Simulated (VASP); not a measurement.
# LiMgBN2 (I-4m2) in VASP: notebook

LiMgBN2 is run at these levels: HSE06, PBE-based screened hybrid with 10 % exact exchange; tasks: single point.

All numbers are computed with VASP 6.6.1; they aren't measurements. Logs are shortened: lines on timing, memory, paths and dates and some standing lists are left out, and cuts for length are marked.

## Step 1: The cell of the first run

Symmetry: I-4m2, No. 119, tetragonal system. The conventional cell has a = 3.770 Å, b = 3.770 Å, c = 8.857 Å, α = 90.00°, β = 90.00°, γ = 90.00°. Within 3.0 Å of Li (site symmetry -4m2) lie 4 N at 2.08 Å and 4 Mg at 2.67 Å and 4 B at 2.91 Å. Within 3.0 Å of Mg (site symmetry -4m2) lie 4 N at 2.08 Å and 4 Li at 2.67 Å and 4 B at 2.91 Å. Within 1.8 Å of B (site symmetry -4m2) lie 2 N at 1.34 Å. N (site symmetry 2mm) has 1 B at 1.34 Å within 1.8 Å.

## Step 2: Single point, HSE06

POSCAR

```
LiMgBN2
1.0
   -1.8851031235      1.8851031235      4.4285207980
    1.8851031235     -1.8851031235      4.4285207980
    1.8851031235      1.8851031235     -4.4285207980
Li Mg B N
1 1 1 2
Direct
    0.2500000000      0.7500000000      0.5000000000
    0.7500000000      0.2500000000      0.5000000000
    0.5000000000      0.5000000000      0.0000000000
    0.6508939405      0.6508939405      0.0000000000
    0.3491060595      0.3491060595      0.0000000000
```

INCAR.step1

```
PREC = Accurate ; ENCUT = 520
EDIFF = 1E-5 ; ISMEAR = 0
SIGMA = 0.01 ; LREAL = F
LASPH = T ; NELM = 80
ALGO = Normal ; ISIF = 2
LWAVE = T ; GGA = PE
NBANDS = 17
```

INCAR.step2

```
PREC = Accurate ; ENCUT = 520
EDIFF = 1E-6 ; ISMEAR = 0
SIGMA = 0.01 ; LREAL = F
LASPH = T ; NELM = 80
ALGO = Normal ; ISIF = 2
LWAVE = F ; LCHARG = T
GGA = PE ; LHFCALC = T
HFSCREEN = 0.2079 ; PRECFOCK = Fast
LELF = T ; LVHAR = T
ISTART = 1 ; NBANDS = 17
```

KPOINTS

```
regular mesh
0
Gamma
  4 4 4
```

Potentials or basis: VASP PAW PBE potentials, release 64 (Li_sv, Mg, B, N).

Command:

```sh
$ cat potpaw_PBE.64/Li_sv/POTCAR potpaw_PBE.64/Mg/POTCAR potpaw_PBE.64/B/POTCAR potpaw_PBE.64/N/POTCAR > POTCAR
$ cp INCAR.step1 INCAR
$ mpirun -np 1 vasp_std > vasp.out
$ cp INCAR.step2 INCAR
$ mpirun -np 1 vasp_std > vasp.out
```

OUTCAR:

```text
PREC = Accurate
   ENCUT = 520
   EDIFF = 1E-6
   ISMEAR = 0
   LREAL = F
   LASPH = T
   NELM = 80
   ISIF = 2
   GGA = PE
   LHFCALC = T
   HFSCREEN = 0.2079
   PRECFOCK = Fast
   ISTART = 1

 ion  position               nearest neighbor table
   1  0.250  0.750  0.500-   5 2.08   4 2.08   5 2.08   4 2.08   2 2.67   2 2.67   2 2.67   2 2.67

   2  0.750  0.250  0.500-   5 2.08   4 2.08   5 2.08   4 2.08   1 2.67   1 2.67   1 2.67   1 2.67
                             3 2.91   3 2.91   3 2.91   3 2.91
   3  0.500  0.500  0.000-   4 1.34   5 1.34   2 2.91   2 2.91   2 2.91   2 2.91
   4  0.651  0.651  0.000-   3 1.34   2 2.08   1 2.08   1 2.08   2 2.08
   5  0.349  0.349  0.000-   3 1.34   2 2.08   1 2.08   1 2.08   2 2.08

  LATTYP: Found a body centered tetragonal cell.
 ALAT       =     3.7702062470
 C/A-ratio  =     2.3492193837

  Lattice vectors:

 A1 = (  -1.8851031235,   1.8851031235,   4.4285207980)
 A2 = (   1.8851031235,  -1.8851031235,   4.4285207980)
 A3 = (   1.8851031235,   1.8851031235,  -4.4285207980)

Analysis of symmetry for initial positions (statically):
=====================================================================
 Subroutine PRICEL returns:
 Original cell was already a primitive cell.

 Routine SETGRP: Setting up the symmetry group for a
 body centered tetragonal supercell.

 Subroutine GETGRP returns: Found  8 space group operations
 (whereof  8 operations were pure point group operations)
 out of a pool of 16 trial point group operations.

The static configuration has the point symmetry D_2d.

Analysis of symmetry for dynamics (positions and initial velocities):
=====================================================================
 Subroutine PRICEL returns:
 Original cell was already a primitive cell.

 Routine SETGRP: Setting up the symmetry group for a
 body centered tetragonal supercell.

 Subroutine GETGRP returns: Found  8 space group operations
 (whereof  8 operations were pure point group operations)
 out of a pool of 16 trial point group operations.

The dynamic configuration has the point symmetry D_2d.

 Subroutine INISYM returns: Found  8 space group operations
 (whereof  8 operations are pure point group operations),
 and found     1 'primitive' translations

[... 95 lines left out ...]
   ISYM   =      3    0-nonsym 1-usesym 2-fastsym
   POTIM  = 0.5000    time-step for ionic-motion
   TEBEG  =    0.0;   TEEND  =   0.0 temperature during run
   PSTRESS=    0.0 pullay stress
   NELECT =      18.0000    total number of electrons
   NUPDOWN=      -1.0000    fix difference up-down
   EMIN   =  10.00;   EMAX   =-10.00  energy-range for DOS
   EFERMI =   0.00;   METHOD = LEGACY
   ISMEAR =     0;   SIGMA  =   0.01  broadening in eV -4-tet -1-fermi 0-gaus
   EFERMI_NEDOS =   21; number of points for ismear=-14 and -15
   IALGO  =     38    algorithm
   IMIX   =      1    mixing-type and parameters
     AMIX     =   0.40;   BMIX     =  1.00
     AMIX_MAG =   1.60;   BMIX_MAG =  1.00
  volume/ion in A,a.u.               =      12.59        84.96
  Fermi-wavevector in a.u.,A,eV,Ry     =   1.078539  2.038144 15.826941  1.163247
  Thomas-Fermi vector in A             =   2.214481
   LORBIT       =      0    0 simple, 1 ext, 2 COOP (PROOUT), +10 PAW based schemes
   GGA     = PE    functional components
   LHFCALC =     T    Hartree Fock is set to
   PRECFOCK=fast      Normal, Fast or Accurate (Low or Medium for compatibility)
   ENCUT4O =  -1.0   cutoff for four orbital integrals eV
   NKREDX  =     1    reduce k-point grid by
   NKREDY  =     1    reduce k-point grid by
   NKREDZ  =     1    reduce k-point grid by
   AEXX    =    0.2500 exact exchange contribution
   HFSCREEN=    0.2079 screening length (either q_TF or 0.3 A-1)
   HFSCREENC=   0.2079 screening length for correlation (either q_TF or 0.3 A-1)
   ENCUTFOCK=  -1.0 apply spherical cutoff to Coloumb kernel
   IVDW    =     0    specifies the selected vdW correction
   LEPSILON=     F    determine dielectric tensor
   LRPA    =     F    only Hartree local field effects (RPA)
 non-spin polarized calculation
 Gauss-broadening in eV      SIGMA  =   0.01
  energy-cutoff  :      520.00
  volume of cell :       62.95
 maximum number of plane-waves:      1718
 NGX is ok and might be reduce to    40
  NGX = 24; NGY = 24; NGZ = 24

 number of electron      18.0000001 magnetization

 Free energy of the ion-electron system (eV)
  ---------------------------------------------------
  ext. energy  EPLUGINS =         0.00000000
  ---------------------------------------------------
  free energy    TOTEN  =       -36.43212982 eV

  energy without entropy =      -36.43212982  energy(sigma->0) =      -36.43212982

 E-fermi :   0.3079     XC(G=0):  -7.1848

 val. band max:        0.2138927354   @ k =   0.5000   0.5000   0.5000
 cond. band min:       4.0294371025   @ k =   0.0000   0.0000   0.0000
 fundamental gap:      3.8155443670
 Fermi energy:         0.3079337642

 k-point     1 :       0.0000    0.0000    0.0000
  band No.  band energies     occupation
      1     -46.0785      2.00000
      2     -15.7384      2.00000
      3     -14.5749      2.00000
      4      -5.1423      2.00000
      5      -2.6413      2.00000
      6      -2.1097      2.00000
[... 237 lines left out ...]
      4      -4.2422      2.00000
      5      -3.8625      2.00000
      6      -3.0042      2.00000
[... 9 lines left out ...]
     16      13.9958      0.00000
     17      14.4914      0.00000

------------------------ aborting loop because EDIFF is reached ----------------------------------------

  FORCE on cell =-STRESS in cart. coord.  units (eV):
  Direction    XX          YY          ZZ          XY          YZ          ZX
  --------------------------------------------------------------------------------------
  -------------------------------------------------------------------------------------
  Total        0.0128511      0.0128511     -0.3238433      0.0000000     -0.0000000      0.0000000
  in kB        0.3270869      0.3270869     -8.2424545      0.0000000     -0.0000000      0.0000000
  external PRESSURE =      -2.5294269 kB  Pullay stress =       0.0000000 kB

 VOLUME and BASIS-vectors are now :
 -----------------------------------------------------------------------------
  energy-cutoff  :      520.00
  volume of cell :       62.95
      direct lattice vectors                 reciprocal lattice vectors
    -1.885103123  1.885103123  4.428520798     0.000000000  0.265237479  0.112904517
     1.885103123 -1.885103123  4.428520798     0.265237479  0.000000000  0.112904517
     1.885103123  1.885103123 -4.428520798     0.265237479  0.265237479  0.000000000

 POSITION                                       TOTAL-FORCE (eV/Angst)
 -----------------------------------------------------------------------------------
      1.88510      0.00000      2.21426        -0.000000      0.000000     -0.000000
      0.00000      1.88510      2.21426        -0.000000      0.000000      0.000000
      0.00000      0.00000      4.42852        -0.000000      0.000000      0.000000
      0.00000      0.00000      5.76499         0.000000     -0.000000     -0.159650
      0.00000      0.00000      3.09205         0.000000     -0.000000      0.159650
 -----------------------------------------------------------------------------------
    total drift:                                0.000002     -0.000000      0.000002

  FREE ENERGIE OF THE ION-ELECTRON SYSTEM (eV)
  ---------------------------------------------------
  free  energy   TOTEN  =       -36.4321298220 eV

  energy  without entropy=      -36.4321298220  energy(sigma->0) =      -36.43212982
```

OSZICAR.step1:

```text
N       E                     dE             d eps       ncg     rms          rms(c)
DAV:   1     0.837680729806E+02    0.83768E+02   -0.83056E+03   442   0.998E+02
DAV:   2    -0.282146429131E+02   -0.11198E+03   -0.10515E+03   563   0.227E+02
DAV:   3    -0.378042829139E+02   -0.95896E+01   -0.95454E+01   778   0.619E+01
DAV:   4    -0.379728617394E+02   -0.16858E+00   -0.16841E+00   571   0.732E+00
DAV:   5    -0.379773615664E+02   -0.44998E-02   -0.44985E-02   675   0.104E+00    0.132E+01
DAV:   6    -0.318406880415E+02    0.61367E+01   -0.15033E+01   562   0.242E+01    0.478E+00
DAV:   7    -0.316334679470E+02    0.20722E+00   -0.90038E-01   575   0.611E+00    0.329E+00
DAV:   8    -0.315393261858E+02    0.94142E-01   -0.32594E-01   512   0.374E+00    0.591E-01
DAV:   9    -0.315351333772E+02    0.41928E-02   -0.41850E-02   650   0.146E+00    0.344E-01
DAV:  10    -0.315386922445E+02   -0.35589E-02   -0.66975E-03   513   0.621E-01    0.164E-01
DAV:  11    -0.315399408697E+02   -0.12486E-02   -0.10121E-03   478   0.193E-01    0.951E-02
DAV:  12    -0.315401894843E+02   -0.24861E-03   -0.53701E-04   488   0.132E-01    0.219E-02
DAV:  13    -0.315402217143E+02   -0.32230E-04   -0.61906E-05   536   0.524E-02    0.793E-03
DAV:  14    -0.315402226032E+02   -0.88888E-06   -0.55917E-06   452   0.166E-02
   1 F= -.31540223E+02 E0= -.31540223E+02  d E =-.106176E-22
```

Run time: 12 min. Hardware: 1 thread of Intel Xeon Platinum 8259CL at 2.50GHz (Skylake/Cascade Lake), shared host; peak memory 0.36 GiB.

What came out:

```
Free energy            : -36.4321 eV
Largest force          : 0.160 eV/Å
Band gap on the k mesh : 3.82 eV (least direct gap 4.69 eV)
```

Forces on the atoms (eV/Å):
```
Li   0.000  0.000  0.000
Mg   0.000  0.000  0.000
B    0.000  0.000  0.000
N    0.000  0.000 -0.160
N    0.000  0.000  0.160
```

Caveat: the k points lie up to 0.45 Å⁻¹ apart; the cutoff is under 1.25 times the usual one of these potentials, so pressure, stress and relaxed cells hold a basis-set (Pulay) error; the PAW data sets were made with another functional, which shifts forces and pressure a little. A k mesh can miss the band edges.

## Step 3: Single point, PBE-based screened hybrid with 10 % exact exchange

POSCAR is that of step 2.

INCAR.step1

```
SYSTEM = LiMgBN2
ALGO = Normal
EDIFF = 1E-5
ENCUT = 520
GGA = PE
ISIF = 2
ISMEAR = 0
LASPH = .TRUE.
LCHARG = .FALSE.
LREAL = .FALSE.
LWAVE = .TRUE.
NBANDS = 17
NELM = 100
PREC = Accurate
SIGMA = 0.01
```

INCAR.step2

```
SYSTEM = LiMgBN2
AEXX = 0.1
ALGO = Normal
EDIFF = 1E-6
ENCUT = 520
GGA = PE
HFSCREEN = 0.3
ISIF = 2
ISMEAR = 0
ISTART = 1
LASPH = .TRUE.
LCHARG = .FALSE.
LHFCALC = .TRUE.
LREAL = .FALSE.
LWAVE = .FALSE.
NBANDS = 17
NELM = 100
PREC = Accurate
PRECFOCK = Fast
SIGMA = 0.01
```

KPOINTS

```
k-points
0
G
  4 4 4
  0 0 0
```

Potentials or basis: VASP PAW PBE potentials, release 64 (Li_sv, Mg, B, N).

Command:

```sh
$ cat potpaw_PBE.64/Li_sv/POTCAR potpaw_PBE.64/Mg/POTCAR potpaw_PBE.64/B/POTCAR potpaw_PBE.64/N/POTCAR > POTCAR
$ cp INCAR.step1 INCAR
$ mpirun -np 1 vasp_std > vasp.out
$ cp INCAR.step2 INCAR
$ mpirun -np 1 vasp_std > vasp.out
```

OUTCAR:

```text
SYSTEM = LiMgBN2
   AEXX = 0.1
   EDIFF = 1E-6
   ENCUT = 520
   GGA = PE
   HFSCREEN = 0.3
   ISIF = 2
   ISMEAR = 0
   ISTART = 1
   LASPH = .TRUE.
   LHFCALC = .TRUE.
   LREAL = .FALSE.
   NELM = 100
   PREC = Accurate
   PRECFOCK = Fast

 ion  position               nearest neighbor table
   1  0.250  0.750  0.500-   5 2.08   4 2.08   5 2.08   4 2.08   2 2.67   2 2.67   2 2.67   2 2.67

   2  0.750  0.250  0.500-   5 2.08   4 2.08   5 2.08   4 2.08   1 2.67   1 2.67   1 2.67   1 2.67
                             3 2.91   3 2.91   3 2.91   3 2.91
   3  0.500  0.500  0.000-   4 1.34   5 1.34   2 2.91   2 2.91   2 2.91   2 2.91
   4  0.651  0.651  0.000-   3 1.34   2 2.08   1 2.08   1 2.08   2 2.08
   5  0.349  0.349  0.000-   3 1.34   2 2.08   1 2.08   1 2.08   2 2.08

  LATTYP: Found a body centered tetragonal cell.
 ALAT       =     3.7702062470
 C/A-ratio  =     2.3492193837

  Lattice vectors:

 A1 = (  -1.8851031235,   1.8851031235,   4.4285207980)
[... 179 lines left out ...]

 E-fermi :   0.8249     XC(G=0):  -8.1109

 val. band max:        0.7742146945   @ k =   0.5000   0.5000   0.5000
 cond. band min:       3.8201094733   @ k =   0.0000   0.0000   0.0000
 fundamental gap:      3.0458947788
 Fermi energy:         0.8248874989

 k-point     1 :       0.0000    0.0000    0.0000
  band No.  band energies     occupation
      1     -43.8275      2.00000
      2     -14.2436      2.00000
      3     -13.1530      2.00000
      4      -4.2437      2.00000
      5      -1.8736      2.00000
      6      -1.4310      2.00000
[... 237 lines left out ...]
      4      -3.4120      2.00000
      5      -3.0426      2.00000
      6      -2.2668      2.00000
[... 9 lines left out ...]
     16      13.5607      0.00000
     17      13.9251      0.00000

------------------------ aborting loop because EDIFF is reached ----------------------------------------

  FORCE on cell =-STRESS in cart. coord.  units (eV):
  Direction    XX          YY          ZZ          XY          YZ          ZX
  --------------------------------------------------------------------------------------
  -------------------------------------------------------------------------------------
  Total        0.3972839      0.3972839      0.6816500      0.0000000      0.0000000      0.0000000
  in kB       10.1116639     10.1116639     17.3493451      0.0000000      0.0000000      0.0000000
  external PRESSURE =      12.5242243 kB  Pullay stress =       0.0000000 kB

 VOLUME and BASIS-vectors are now :
 -----------------------------------------------------------------------------
  energy-cutoff  :      520.00
  volume of cell :       62.95
      direct lattice vectors                 reciprocal lattice vectors
    -1.885103123  1.885103123  4.428520798     0.000000000  0.265237479  0.112904517
     1.885103123 -1.885103123  4.428520798     0.265237479  0.000000000  0.112904517
     1.885103123  1.885103123 -4.428520798     0.265237479  0.265237479  0.000000000

 POSITION                                       TOTAL-FORCE (eV/Angst)
 -----------------------------------------------------------------------------------
      1.88510      0.00000      2.21426        -0.000000      0.000000      0.000000
      0.00000      1.88510      2.21426        -0.000000      0.000000      0.000000
      0.00000      0.00000      4.42852        -0.000000      0.000000      0.000000
      0.00000      0.00000      5.76499         0.000000     -0.000000      0.100563
      0.00000      0.00000      3.09205         0.000000     -0.000000     -0.100563
 -----------------------------------------------------------------------------------
    total drift:                                0.000002     -0.000001      0.000002

  FREE ENERGIE OF THE ION-ELECTRON SYSTEM (eV)
  ---------------------------------------------------
  free  energy   TOTEN  =       -33.2097559548 eV

  energy  without entropy=      -33.2097559548  energy(sigma->0) =      -33.20975595
```

OUTCAR.step1:

```text
SYSTEM = LiMgBN2
   EDIFF = 1E-5
   ENCUT = 520
   GGA = PE
   ISIF = 2
   ISMEAR = 0
   LASPH = .TRUE.
   LREAL = .FALSE.
[... 481 lines left out ...]
      0.00000      0.00000      4.42852        -0.000000      0.000000     -0.000000
      0.00000      0.00000      5.76499         0.000000     -0.000000      0.274891
      0.00000      0.00000      3.09205         0.000000     -0.000000     -0.274891
 -----------------------------------------------------------------------------------
    total drift:                               -0.000000      0.000000     -0.000000

  FREE ENERGIE OF THE ION-ELECTRON SYSTEM (eV)
  ---------------------------------------------------
  free  energy   TOTEN  =       -31.5402226032 eV

  energy  without entropy=      -31.5402226032  energy(sigma->0) =      -31.54022260
```

Run time: 10 min. Hardware: 1 thread of Intel Xeon Platinum 8259CL at 2.50GHz (Skylake/Cascade Lake), shared host; peak memory 0.36 GiB.

Results:

| Property | Result |
| --- | --- |
| Free energy | -33.2098 eV |
| Largest force | 0.101 eV/Å |
| Band gap on the k mesh | 3.05 eV (least direct gap 3.93 eV) |

Forces in eV/Å, atoms in the order of the input:
```
Li   0.000  0.000  0.000
Mg   0.000  0.000  0.000
B    0.000  0.000  0.000
N    0.000  0.000  0.101
N    0.000  0.000 -0.101
```

Caveat: the k points lie up to 0.45 Å⁻¹ apart; the cutoff is under 1.25 times the usual one of these potentials, so pressure, stress and relaxed cells hold a basis-set (Pulay) error; the PAW data sets were made with another functional, which shifts forces and pressure a little. A k mesh can miss the band edges.

## Step 4: Single point, HSE06

POSCAR is that of step 3.

INCAR.step1

```
SYSTEM = LiMgBN2
PREC = Accurate
ENCUT = 520
EDIFF = 1E-5
ISMEAR = 1
SIGMA = 0.001
LREAL = .False.
LASPH = .True.
NELM = 80
ALGO = Normal
ISIF = 2
LWAVE = .True.
LCHARG = .False.
NBANDS = 17
GGA = PE
```

INCAR.step2

```
SYSTEM = LiMgBN2
PREC = Accurate
ENCUT = 520
EDIFF = 1E-6
ISMEAR = 1
SIGMA = 0.001
LREAL = .False.
LASPH = .True.
NELM = 80
ALGO = Normal
ISIF = 2
LWAVE = .False.
LCHARG = .False.
GGA = PE
LHFCALC = .True.
HFSCREEN = 0.2079
PRECFOCK = Fast
NBANDS = 17
ISTART = 1
```

KPOINTS

```
Automatic mesh
0
Gamma
  4 4 4
  0 0 0
```

Command:

```sh
$ cat potpaw_PBE.64/Li_sv/POTCAR potpaw_PBE.64/Mg/POTCAR potpaw_PBE.64/B/POTCAR potpaw_PBE.64/N/POTCAR > POTCAR
$ cp INCAR.step1 INCAR
$ mpirun -np 1 vasp_std > vasp.out
$ cp INCAR.step2 INCAR
$ mpirun -np 1 vasp_std > vasp.out
```

Wall time 12 min (1 thread of Intel Xeon Platinum 8259CL at 2.50GHz (Skylake/Cascade Lake), shared host); peak memory 0.36 GiB.

Results (log left out):

- Free energy: -36.4321 eV
- Largest force: 0.160 eV/Å
- Band gap on the k mesh: 3.82 eV (least direct gap 4.69 eV)

Forces on the atoms (eV/Å):
```
Li   0.000  0.000  0.000
Mg   0.000  0.000  0.000
B    0.000  0.000  0.000
N    0.000  0.000 -0.160
N    0.000  0.000  0.160
```

Levels at points of the mesh, in eV from the valence-band top:
| k point | band 7 | band 8 | band 9 | band 10 | band 11 | band 12 |
| --- | --- | --- | --- | --- | --- | --- |
| (0.00, 0.00, 0.00) | -2.32 | -1.50 | -1.50 | 3.82 | 7.36 | 9.63 |
| (0.50, 0.00, 0.00) | -2.61 | -1.25 | -0.68 | 6.71 | 7.13 | 8.75 |
| (0.50, 0.50, 0.00) | -3.27 | -2.14 | -0.52 | 6.25 | 7.09 | 8.31 |
| (0.50, 0.50, 0.50) | -3.22 | 0.00 | 0.00 | 4.69 | 7.88 | 8.15 |

Caveat: the k points lie up to 0.45 Å⁻¹ apart; the cutoff is under 1.25 times the usual one of these potentials, so pressure, stress and relaxed cells hold a basis-set (Pulay) error; the PAW data sets were made with another functional, which shifts forces and pressure a little. A k mesh can miss the band edges.

## Step 5: The runs side by side

| level | smearing | share of exact exchange | screening parameter | gap on the mesh (eV) | largest force (eV/Å) |
| --- | --- | --- | --- | --- | --- |
| HSE06 | gaussian 0.01 eV | 0.25 | 0.2079 1/Å | 3.82 | 0.16 |
| PBE-based screened hybrid with 10 % exact exchange | gaussian 0.01 eV | 0.1 | 0.3 1/Å | 3.05 | 0.10 |
| HSE06 | methfessel-paxton 0.001 eV | 0.25 | 0.2079 1/Å | 3.82 | 0.16 |

Alike in all rows: task single point; potentials or basis VASP PAW PBE potentials, release 64 (Li_sv, Mg, B, N); no spin polarisation; cell as given; k mesh 4 × 4 × 4; cutoff (eV) 520.

Caveats: all runs use coarse meshes; the cutoff is under 1.25 times the usual one of these potentials, so pressure, stress and relaxed cells hold a basis-set (Pulay) error; the PAW data sets were made with another functional, which shifts forces and pressure a little.

Absolute energies hang on the potentials; compare differences alone.
